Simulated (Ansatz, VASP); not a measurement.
# Two plane-wave programs on HgTe

File INCAR:

```
PREC     = Accurate       # precision mode
ENCUT    = 500            # plane-wave cutoff, eV
EDIFF    = 1E-6           # SCF threshold, eV
ISMEAR   = -1             # smearing method
SIGMA    = 0.1            # smearing width, eV
LREAL    = False          # projectors in reciprocal space
LASPH    = True           # aspherical terms in the spheres
NELM     = 120            # most SCF steps
ALGO     = Normal         # electronic algorithm
ISIF     = 2              # what is computed and relaxed
LWAVE    = False          # write WAVECAR
LCHARG   = False          # write CHGCAR
NBANDS   = 16             # bands
GGA_COMPAT= False
```

KPOINTS

```
regular mesh
0
Gamma
  8 8 8
```

File POSCAR:

```
HgTe
1.0
   -3.0456050000      3.0456050000      1.5594100000
    3.0456050000     -3.0456050000      1.5594100000
    3.0456050000      3.0456050000     -1.5594100000
Hg Te
1 1
Direct
    0.7500000000      0.2500000000      0.5000000000
    0.0000000000      0.0000000000      0.0000000000
```

Input for Ansatz:

```yaml
crystal:
  lattice:
    a: 6.09121
    b: 6.09121
    c: 3.11882
    alpha: 90.0
    beta: 90.0
    gamma: 90.0
  space_group: 119
  setting:
    hermann_mauguin: I-4m2
  atoms:
    - { symbol: Hg, position: [0.0, 0.5, 0.25] }
    - { symbol: Te, position: [0.0, 0.0, 0.0] }
  reduce_to_primitive: true
basis:
  ecutwfc: 420.0
kpoints:
  mp_grid:
    grid: [8, 8, 8]
hamiltonian:
  xc: lda
  pseudopotentials:
    kind: paw
scf:
  occupations:
    method: fermi_dirac
    width: 0.1
output:
  stress: true
```

Alike in both runs: task single point; functional LDA; k mesh 8 × 8 × 8; occupations fermi-dirac, width 0.1 eV; no spin polarisation.

|  | VASP | Ansatz |
| --- | --- | --- |
| version | VASP 6.6.1 | Ansatz 0.2.0 |
| potentials or method | VASP PAW LDA potentials, release 64 (Hg, Te), cutoff 500 eV | plane waves, PAW |
| valence electrons in the cell | 18 | 36 |

Ansatz gave:

- pressure (GPa): -5.2
- traceless stress, the component that is largest in VASP (GPa): 0.51

Question: What did VASP give for the same quantities?

Answer: Pressure (GPa): -5.0; traceless stress, the component that is largest in VASP (GPa): 0.52.

LDA's correlation is that of Perdew and Zunger in VASP and of Perdew and Wang (1992) in Ansatz. VASP's potentials hold 18 valence electrons a cell and Ansatz's 36, so a difference there can come from the potentials and not from the codes.

Neither program's run includes spin-orbit coupling.
